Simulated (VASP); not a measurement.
# KTaO3 (Pm-3m) in VASP: single point with LDA

Aim: the single point of KTaO3 with LDA.

Everything below comes from runs of VASP 6.6.1. Logs are shortened: lines on timing, memory, paths and dates and some standing lists are left out, and cuts for length are marked.

## Step 1: The cell of the first run

The structure is cubic, space group Pm-3m (No. 221). Conventional cell: a = 3.995 Å, b = 3.995 Å, c = 3.995 Å, α = 90.00°, β = 90.00°, γ = 90.00°. Within 3.7 Å of K (site symmetry m-3m) lie 12 O at 2.82 Å and 8 Ta at 3.46 Å. Within 2.6 Å of Ta (site symmetry m-3m) lie 6 O at 2.00 Å. O (site symmetry 4/mmm) has 2 Ta at 2.00 Å within 2.6 Å.

## Step 2: Single point, LDA

INCAR reads:

```
SYSTEM = KTaO3
ALGO = Normal ; EDIFF = 1E-6
ENCUT = 700 ; GGA = CA
GGA_COMPAT = .False. ; ISIF = 2
ISMEAR = 0 ; LASPH = .True.
LCHARG = .False. ; LREAL = .False.
LWAVE = .False. ; NBANDS = 28
NELM = 120 ; PREC = Accurate
SIGMA = 0.1
```

KPOINTS reads:

```
k-points
0
Gamma
  4 4 4
  0 0 0
```

POSCAR reads:

```
KTaO3
1.0
    3.9948813700      0.0000000000      0.0000000000
    0.0000000000      3.9948813700      0.0000000000
    0.0000000000      0.0000000000      3.9948813700
K Ta O
1 1 3
Direct
    0.0000000000      0.0000000000      0.0000000000
    0.5000000000      0.5000000000      0.5000000000
    0.5000000000      0.5000000000      0.0000000000
    0.5000000000      0.0000000000      0.5000000000
    0.0000000000      0.5000000000      0.5000000000
```

Potentials or basis: VASP PAW LDA potentials, release 64 (K_sv, Ta_sv_GW, O).

Command:

```
$ cat potpaw_LDA.64/K_sv/POTCAR potpaw_LDA.64/Ta_sv_GW/POTCAR potpaw_LDA.64/O/POTCAR > POTCAR
$ mpirun -np 1 vasp_std > vasp.out
```

OUTCAR:

```text
SYSTEM = KTaO3
   EDIFF = 1E-6
   ENCUT = 700
   GGA = CA
   ISIF = 2
   ISMEAR = 0
   LASPH = .True.
   LREAL = .False.
   NELM = 120
   PREC = Accurate

 ion  position               nearest neighbor table
   1  0.000  0.000  0.000-   3 2.82   4 2.82   5 2.82   4 2.82   5 2.82   3 2.82   5 2.82   5 2.82
                             3 2.82   4 2.82   4 2.82   3 2.82   2 3.46   2 3.46   2 3.46   2 3.46
   2  0.500  0.500  0.500-   3 2.00   4 2.00   5 2.00   3 2.00   4 2.00   5 2.00   1 3.46   1 3.46
                             1 3.46   1 3.46   1 3.46   1 3.46   1 3.46   1 3.46
   3  0.500  0.500  0.000-   2 2.00   2 2.00   1 2.82   1 2.82   1 2.82   1 2.82
   4  0.500  0.000  0.500-   2 2.00   2 2.00   1 2.82   1 2.82   1 2.82   1 2.82
   5  0.000  0.500  0.500-   2 2.00   2 2.00   1 2.82   1 2.82   1 2.82   1 2.82

  LATTYP: Found a simple cubic cell.
 ALAT       =     3.9948813700

  Lattice vectors:

 A1 = (   3.9948813700,   0.0000000000,   0.0000000000)
 A2 = (   0.0000000000,   3.9948813700,   0.0000000000)
 A3 = (   0.0000000000,   0.0000000000,   3.9948813700)

Analysis of symmetry for initial positions (statically):
=====================================================================
 Subroutine PRICEL returns:
 Original cell was already a primitive cell.

 Routine SETGRP: Setting up the symmetry group for a
 simple cubic supercell.

 Subroutine GETGRP returns: Found 48 space group operations
 (whereof 48 operations were pure point group operations)
 out of a pool of 48 trial point group operations.

The static configuration has the point symmetry O_h .

Analysis of symmetry for dynamics (positions and initial velocities):
=====================================================================
 Subroutine PRICEL returns:
 Original cell was already a primitive cell.

 Routine SETGRP: Setting up the symmetry group for a
 simple cubic supercell.

 Subroutine GETGRP returns: Found 48 space group operations
 (whereof 48 operations were pure point group operations)
 out of a pool of 48 trial point group operations.

The dynamic configuration has the point symmetry O_h .

 Subroutine INISYM returns: Found 48 space group operations
 (whereof 48 operations are pure point group operations),
 and found     1 'primitive' translations

----------------------------------------------------------------------------------------

                                     Primitive cell

  volume of cell :      63.7546
[... 81 lines left out ...]
   LREAL  =      F    real-space projection
   EDIFFG = 0.1E-04   stopping-criterion for IOM
   NSW    =      0    number of steps for IOM
   IBRION =     -1    ionic relax: 0-MD 1-quasi-New 2-CG
   NFREE  =      0    steps in history (QN), initial steepest desc. (CG)
   ISIF   =      2    stress and relaxation
   ISYM   =      2    0-nonsym 1-usesym 2-fastsym
   POTIM  = 0.5000    time-step for ionic-motion
   TEBEG  =    0.0;   TEEND  =   0.0 temperature during run
   PSTRESS=    0.0 pullay stress
   NELECT =      40.0000    total number of electrons
   NUPDOWN=      -1.0000    fix difference up-down
   EMIN   =  10.00;   EMAX   =-10.00  energy-range for DOS
   EFERMI =   0.00;   METHOD = LEGACY
   ISMEAR =     0;   SIGMA  =   0.10  broadening in eV -4-tet -1-fermi 0-gaus
   EFERMI_NEDOS =   21; number of points for ismear=-14 and -15
   IALGO  =     38    algorithm
   IMIX   =      4    mixing-type and parameters
     AMIX     =   0.40;   BMIX     =  1.00
     AMIX_MAG =   1.60;   BMIX_MAG =  1.00
  volume/ion in A,a.u.               =      12.75        86.05
  Fermi-wavevector in a.u.,A,eV,Ry     =   1.401493  2.648438 26.724328  1.964183
  Thomas-Fermi vector in A             =   2.524349
   LORBIT       =      0    0 simple, 1 ext, 2 COOP (PROOUT), +10 PAW based schemes
   GGA     = CA    functional components
   LHFCALC =     F    Hartree Fock is set to
   AEXX    =    0.0000 exact exchange contribution
   IVDW    =     0    specifies the selected vdW correction
   LEPSILON=     F    determine dielectric tensor
   LRPA    =     F    only Hartree local field effects (RPA)
 non-spin polarized calculation
 Gauss-broadening in eV      SIGMA  =   0.10
  energy-cutoff  :      700.00
  volume of cell :       63.75
 maximum number of plane-waves:      2730
 NGX is ok and might be reduce to    36
   NGX = 17   NGY = 17   NGZ = 17

 number of electron      40.0000004 magnetization

 Free energy of the ion-electron system (eV)
  ---------------------------------------------------
  ext. energy  EPLUGINS =         0.00000000
  ---------------------------------------------------
  free energy    TOTEN  =       -47.57456873 eV

  energy without entropy =      -47.57456873  energy(sigma->0) =      -47.57456873

 E-fermi :   3.5171     XC(G=0): -11.5361

 val. band max:        2.8376391986   @ k =   0.5000   0.5000   0.5000
 cond. band min:       4.8620325567   @ k =   0.0000   0.0000   0.0000
 fundamental gap:      2.0243933580
 Fermi energy:         3.5170963757

 k-point     1 :       0.0000    0.0000    0.0000
  band No.  band energies     occupation
      1     -64.3457      2.00000
      2     -31.0500      2.00000
      3     -31.0500      2.00000
      4     -31.0500      2.00000
      5     -24.0330      2.00000
      6     -14.3880      2.00000
[... 299 lines left out ...]
     27      13.2746      0.00000
     28      14.9217      0.00000

------------------------ aborting loop because EDIFF is reached ----------------------------------------

  FORCE on cell =-STRESS in cart. coord.  units (eV):
  Direction    XX          YY          ZZ          XY          YZ          ZX
  --------------------------------------------------------------------------------------
  -------------------------------------------------------------------------------------
  Total       -2.3472702     -2.3472702     -2.3472702      0.0000000      0.0000000      0.0000000
  in kB      -58.9877746    -58.9877746    -58.9877746      0.0000000      0.0000000      0.0000000
  external PRESSURE =     -58.9877746 kB  Pullay stress =       0.0000000 kB

 VOLUME and BASIS-vectors are now :
 -----------------------------------------------------------------------------
  energy-cutoff  :      700.00
  volume of cell :       63.75
      direct lattice vectors                 reciprocal lattice vectors
     3.994881370  0.000000000  0.000000000     0.250320324  0.000000000  0.000000000
     0.000000000  3.994881370  0.000000000     0.000000000  0.250320324  0.000000000
     0.000000000  0.000000000  3.994881370     0.000000000  0.000000000  0.250320324

 POSITION                                       TOTAL-FORCE (eV/Angst)
 -----------------------------------------------------------------------------------
      0.00000      0.00000      0.00000         0.000000      0.000000      0.000000
      1.99744      1.99744      1.99744         0.000000      0.000000      0.000000
      1.99744      1.99744      0.00000         0.000000      0.000000      0.000000
      1.99744      0.00000      1.99744         0.000000      0.000000      0.000000
      0.00000      1.99744      1.99744         0.000000      0.000000      0.000000
 -----------------------------------------------------------------------------------
    total drift:                                0.000000      0.000000      0.000000

  FREE ENERGIE OF THE ION-ELECTRON SYSTEM (eV)
  ---------------------------------------------------
  free  energy   TOTEN  =       -47.5745687313 eV

  energy  without entropy=      -47.5745687313  energy(sigma->0) =      -47.57456873
```

OSZICAR:

```text
N       E                     dE             d eps       ncg     rms          rms(c)
DAV:   1     0.422378085737E+03    0.42238E+03   -0.26818E+04   560   0.180E+03
DAV:   2    -0.266630996399E+02   -0.44904E+03   -0.43084E+03   696   0.431E+02
DAV:   3    -0.572456098231E+02   -0.30583E+02   -0.30452E+02   784   0.114E+02
[... 12 lines left out ...]
DAV:  16    -0.475747005624E+02    0.52503E-03   -0.13723E-03   800   0.199E-01    0.394E+00
DAV:  17    -0.475746031883E+02    0.97374E-04   -0.15216E-04   708   0.758E-02    0.799E-01
DAV:  18    -0.475745708568E+02    0.32331E-04   -0.54697E-05   716   0.400E-02    0.890E-02
DAV:  19    -0.475745687995E+02    0.20574E-05   -0.88285E-06   720   0.164E-02    0.439E-02
DAV:  20    -0.475745687313E+02    0.68137E-07   -0.18554E-07   368   0.303E-03
   1 F= -.47574569E+02 E0= -.47574569E+02  d E =-.261693E-22
```

Wall time 65 s (1 thread of AMD EPYC, shared host); peak memory 0.16 GiB.

What came out:

| Quantity | Value |
| --- | --- |
| Free energy | -47.5746 eV |
| Pressure | -5.9 GPa |
| Band gap on the k mesh | 2.02 eV (least direct gap 2.65 eV) |

Levels at points of the mesh, in eV from the valence-band top:
```csv
k point,band 18,band 19,band 20,band 21,band 22,band 23
"(0.00, 0.00, 0.00)",-0.62,-0.62,-0.62,2.02,2.02,2.02
"(0.50, 0.00, 0.00)",-1.55,-0.85,-0.85,2.19,4.91,4.91
"(0.50, 0.50, 0.00)",-1.44,-1.44,-0.04,4.95,4.95,6.23
"(0.50, 0.50, 0.50)",0.00,0.00,0.00,6.37,6.37,6.37
```

Caveat: the cell stands under tension; spin-orbit coupling is left out, which moves the levels of the heavy elements. A k mesh can miss the band edges.
